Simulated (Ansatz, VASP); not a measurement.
# Two plane-wave programs on CdSe

```
Cd Se
1.0
     4.21222    0.00000    0.00000
    -2.10611    3.64789    0.00000
     0.00000    0.00000    6.87669
Cd Se
2 2
Direct
  0.66667 0.33333 0.50000
  0.33333 0.66667 0.00000
  0.66667 0.33333 0.88500
  0.33333 0.66667 0.38500
```

Alike in both runs: task single point; functional LDA; k mesh 7 × 7 × 4; occupations fermi-dirac, width 0.05 eV; no spin polarisation.

|  | VASP | Ansatz |
| --- | --- | --- |
| version | VASP 6.6.1 | Ansatz 0.2.0 |
| potentials or method | VASP PAW LDA potentials, release 64 (Cd, Se) | PseudoDojo standard (LDA files) |
| plane-wave cutoff (eV) | 520 | 1388 |
| valence electrons in the cell | 36 | 72 |

```tsv
	VASP	Ansatz	Ansatz less VASP
gap on the k mesh at the Fermi level (eV)	0.59	0.55	-0.037
least direct gap on the mesh (eV)	0.59	0.55	-0.037
```

LDA's correlation is that of Perdew and Zunger in VASP and of Perdew and Wang (1992) in Ansatz. VASP's potentials hold 36 valence electrons a cell and Ansatz's 72, so a difference there can come from the potentials and not from the codes.

Noted on Ansatz's run: odd divisions of the mesh miss points on the zone boundary, where band edges often lie, so the gap on the mesh can be too wide.
